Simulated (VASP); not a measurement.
# Li2Pt (P6/mmm) in VASP: further runs, part 4 of 4

VASP 6.6.1.

## (6) Electric field gradients, LDA (volume scaled by 1.01)

Input file INCAR:

```
SYSTEM = Li2Pt
PREC = Accurate ; ENCUT = 520
EDIFF = 1E-8 ; ISMEAR = -1
SIGMA = 0.03 ; LREAL = .False.
LASPH = .True. ; NELM = 100
ALGO = Normal ; ISIF = 2
LWAVE = .False. ; LCHARG = .False.
GGA = CA ; LEFG = .True.
NBANDS = 15
```

Input file KPOINTS:

```
regular mesh
0
Gamma
  9 9 12
  0 0 0
```

Input file POSCAR:

```
Li2Pt
1.0
    4.1999060621      0.0000000000      0.0000000000
   -2.0999530311      3.6372253434      0.0000000000
    0.0000000000      0.0000000000      2.6698405965
Li Pt
2 1
Direct
    0.3333333333      0.6666666667      0.5000000000
    0.6666666667      0.3333333333      0.5000000000
    0.0000000000      0.0000000000      0.0000000000
```

Potentials or basis: VASP PAW LDA potentials, release 64 (Li_sv, Pt).

Started as:

```bash
cat potpaw_LDA.64/Li_sv/POTCAR potpaw_LDA.64/Pt/POTCAR > POTCAR
mpirun -np 1 vasp_std > vasp.out
```

OUTCAR:

```text
SYSTEM = Li2Pt
   PREC = Accurate
   ENCUT = 520
   EDIFF = 1E-8
   ISMEAR = -1
   LREAL = .False.
   LASPH = .True.
   NELM = 100
   ISIF = 2
   GGA = CA

 ion  position               nearest neighbor table
   1  0.333  0.667  0.500-   2 2.42   2 2.42   2 2.42   3 2.77   3 2.77   3 2.77   3 2.77   3 2.77
                             3 2.77
   2  0.667  0.333  0.500-   1 2.42   1 2.42   1 2.42   3 2.77   3 2.77   3 2.77   3 2.77   3 2.77
                             3 2.77
   3  0.000  0.000  0.000-   1 2.77   2 2.77   1 2.77   2 2.77   2 2.77   2 2.77   1 2.77   1 2.77
                             2 2.77   2 2.77   1 2.77   1 2.77

  LATTYP: Found a hexagonal cell.
 ALAT       =     4.1999060621
 C/A-ratio  =     0.6356905505

  Lattice vectors:

 A1 = (   4.1999060621,   0.0000000000,   0.0000000000)
 A2 = (  -2.0999530311,   3.6372253434,   0.0000000000)
 A3 = (   0.0000000000,   0.0000000000,   2.6698405965)

Analysis of symmetry for initial positions (statically):
=====================================================================
 Subroutine PRICEL returns:
 Original cell was already a primitive cell.

 Routine SETGRP: Setting up the symmetry group for a
 hexagonal supercell.

 Subroutine GETGRP returns: Found 24 space group operations
 (whereof 24 operations were pure point group operations)
 out of a pool of 24 trial point group operations.

The static configuration has the point symmetry D_6h.

Analysis of symmetry for dynamics (positions and initial velocities):
=====================================================================
 Subroutine PRICEL returns:
 Original cell was already a primitive cell.

 Routine SETGRP: Setting up the symmetry group for a
 hexagonal supercell.

 Subroutine GETGRP returns: Found 24 space group operations
 (whereof 24 operations were pure point group operations)
 out of a pool of 24 trial point group operations.

The dynamic configuration has the point symmetry D_6h.

 Subroutine INISYM returns: Found 24 space group operations
 (whereof 24 operations are pure point group operations),
 and found     1 'primitive' translations

----------------------------------------------------------------------------------------

                                     Primitive cell

  volume of cell :      40.7845

  direct lattice vectors                    reciprocal lattice vectors
     4.199906062  0.000000000  0.000000000     0.238100563  0.137467424  0.000000000
    -2.099953031  3.637225343  0.000000000     0.000000000  0.274934849  0.000000000
     0.000000000  0.000000000  2.669840596     0.000000000  0.000000000  0.374554197

  length of vectors
     4.199906062  4.199906062  2.669840596     0.274934849  0.274934849  0.374554197

  position of ions in fractional coordinates (direct lattice)
     0.333333333  0.666666667  0.500000000
     0.666666667  0.333333333  0.500000000
     0.000000000  0.000000000  0.000000000

  ion indices of the primitive-cell ions
   primitive index   ion index
                 1           1
                 2           2
                 3           3

----------------------------------------------------------------------------------------

 KPOINTS: regular mesh
[... 90 lines left out ...]
  Fermi-wavevector in a.u.,A,eV,Ry     =   1.198440  2.264724 19.541496  1.436259
  Thomas-Fermi vector in A             =   2.334329
   LORBIT       =      0    0 simple, 1 ext, 2 COOP (PROOUT), +10 PAW based schemes
   GGA     = CA    functional components
   LHFCALC =     F    Hartree Fock is set to
   AEXX    =    0.0000 exact exchange contribution
   IVDW    =     0    specifies the selected vdW correction
   LEPSILON=     F    determine dielectric tensor
   LRPA    =     F    only Hartree local field effects (RPA)
 non-spin polarized calculation
  energy-cutoff  :      520.00
  volume of cell :       40.78
 maximum number of plane-waves:      1114
 NGX is ok and might be reduce to    32
   NGX = 15   NGY = 15   NGZ =  9

 number of electron      15.9999991 magnetization

 Free energy of the ion-electron system (eV)
  ---------------------------------------------------
  ext. energy  EPLUGINS =         0.00000000
  ---------------------------------------------------
  free energy    TOTEN  =       -13.13218573 eV

  energy without entropy =      -13.12830442  energy(sigma->0) =      -13.13024508

 E-fermi :   4.9925     XC(G=0): -10.4057

 val. band max:        4.9598157665   @ k =   0.3333   0.0000   0.4167
 cond. band min:       5.0124537254   @ k =   0.3333   0.3333   0.0833
 fundamental gap:      0.0526379589
 Fermi energy:         4.9925002760

 k-point     1 :       0.0000    0.0000    0.0000
  band No.  band energies     occupation
      1     -39.7464      2.00000
      2     -39.6323      2.00000
      3      -1.5787      2.00000
      4       0.6500      2.00000
      5       1.7238      2.00000
      6       1.7238      2.00000
      7       4.3458      2.00000
      8       4.3458      2.00000
      9       8.7991      0.00000
     10       8.7991      0.00000
     11      11.3148      0.00000
     12      11.3148      0.00000
     13      14.0480      0.00000
     14      14.9925      0.00000
[... 401 lines left out ...]
      2     -39.6869      2.00000
      3      -0.5754      2.00000
      4       2.0655      2.00000
      5       2.0689      2.00000
      6       2.0689      2.00000
      7       3.6051      2.00000
      8       3.6051      2.00000
      9       5.0125      0.67918
     10       5.0125      0.67918
     11      13.2720      0.00000
     12      15.9680      0.00000
     13      15.9680      0.00000
     14      19.5364      0.00000
     15      19.5365      0.00000

 [... further k-points ...]
[... 5 lines left out ...]
  --------------------------------------------------------------------------------------
  -------------------------------------------------------------------------------------
  Total       -1.1398908     -1.1398908     -1.5247652      0.0000000     -0.0000000      0.0000000
  in kB      -44.7794446    -44.7794446    -59.8988437      0.0000000     -0.0000000      0.0000000
  external PRESSURE =     -49.8192443 kB  Pullay stress =       0.0000000 kB

 VOLUME and BASIS-vectors are now :
 -----------------------------------------------------------------------------
  energy-cutoff  :      520.00
  volume of cell :       40.78
      direct lattice vectors                 reciprocal lattice vectors
     4.199906062  0.000000000  0.000000000     0.238100563  0.137467424  0.000000000
    -2.099953031  3.637225343  0.000000000     0.000000000  0.274934849  0.000000000
     0.000000000  0.000000000  2.669840596     0.000000000  0.000000000  0.374554197

 POSITION                                       TOTAL-FORCE (eV/Angst)
 -----------------------------------------------------------------------------------
     -0.00000      2.42482      1.33492        -0.000000      0.000000     -0.000000
      2.09995      1.21241      1.33492         0.000000      0.000000      0.000000
      0.00000      0.00000      0.00000        -0.000000      0.000000      0.000000
 -----------------------------------------------------------------------------------
    total drift:                                0.000000     -0.000000     -0.000000

  FREE ENERGIE OF THE ION-ELECTRON SYSTEM (eV)
  ---------------------------------------------------
  free  energy   TOTEN  =       -13.1321857297 eV

  energy  without entropy=      -13.1283044247  energy(sigma->0) =      -13.13024508

 Electric field gradients (V/A^2)
---------------------------------------------------------------------
 ion       V_xx      V_yy      V_zz      V_xy      V_xz      V_yz
---------------------------------------------------------------------
   1      -0.132    -0.134     0.266    -0.002     0.000    -0.000
   2      -0.132    -0.134     0.266    -0.002    -0.000     0.000
   3     152.127   152.126  -304.253    -0.001     0.000     0.000
---------------------------------------------------------------------

 Electric field gradients after diagonalization (V/A^2)
 (convention: |V_zz| > |V_xx| > |V_yy|)
----------------------------------------------------------------------
 ion       V_xx      V_yy      V_zz     asymmetry (V_yy - V_xx)/ V_zz
----------------------------------------------------------------------
   1      -0.135    -0.130     0.266       0.019
   2      -0.135    -0.130     0.266       0.019
   3     152.127   152.126  -304.253       0.000
----------------------------------------------------------------------

           NMR quadrupolar parameters

 Cq : quadrupolar parameter    Cq=e*Q*V_zz/h
 eta: asymmetry parameters     (V_yy - V_xx)/ V_zz
 Q  : nuclear electric quadrupole moment in mb (millibarn)
----------------------------------------------------------------------
 ion       Cq(MHz)       eta       Q (mb)
----------------------------------------------------------------------
   1       0.001       0.019       1.000
   2       0.001       0.019       1.000
   3      -0.736       0.000       1.000
----------------------------------------------------------------------
```

stdout:

```text
POSCAR found type information on POSCAR LiPt
 POSCAR found :  2 types and       3 ions
 scaLAPACK will be used
 LDA part: xc-table for (Slater(with rela. corr.)+CA(PZ))
 , standard interpolation
 POSCAR, INCAR and KPOINTS ok, starting setup
 FFT: planning ... GRIDC
 FFT: planning ... GRID_SOFT
 FFT: planning ... GRID
 WAVECAR not read
 entering main loop
ion   1

ion   2

ion   3
```

Wall time 13 s (1 thread of Intel Xeon 6975P-C (Granite Rapids), shared host); peak memory 0.17 GiB.

Results:

```yaml
Free_energy: -13.1322 eV
Band_gap_on_the_k_mesh: zero (band 8 reaches 6.13 eV, above the bottom of band 9 at 4.29 eV)
```

Electric field gradients, principal values (V/Å²):
```
atom    least   middle  greatest (by size)
1 Li   -0.130   -0.135               0.266
2 Li   -0.130   -0.135               0.266
3 Pt  152.126  152.127            -304.253
```

Caveat: the cutoff is under 1.25 times the usual one of these potentials, so pressure, stress and relaxed cells hold a basis-set (Pulay) error; without QUAD_EFG the Cq values of the log hold for a quadrupole moment of 1 mb, not for the nuclei; spin-orbit coupling is left out, which moves the levels of the heavy elements.

## (7) Summary

```tsv
cell	gap on the mesh (eV)
a = 4.101, b = 4.101, c = 2.607 Å, angles 90.0, 90.0, 120.0°, 3 atoms	none
a = 4.158, b = 4.158, c = 2.643 Å, angles 90.0, 90.0, 120.0°, 3 atoms	none
a = 4.200, b = 4.200, c = 2.670 Å, angles 90.0, 90.0, 120.0°, 3 atoms	none
```

Alike in all rows: task electric field gradients; level LDA; potentials or basis VASP PAW LDA potentials, release 64 (Li_sv, Pt); no spin polarisation; k mesh 9 × 9 × 12; cutoff (eV) 520; smearing fermi-dirac 0.03 eV.

Caveats: the cutoff is under 1.25 times the usual one of these potentials, so pressure, stress and relaxed cells hold a basis-set (Pulay) error; spin-orbit coupling is left out, which moves the levels of the heavy elements.

Absolute energies hang on the potentials; compare differences alone.
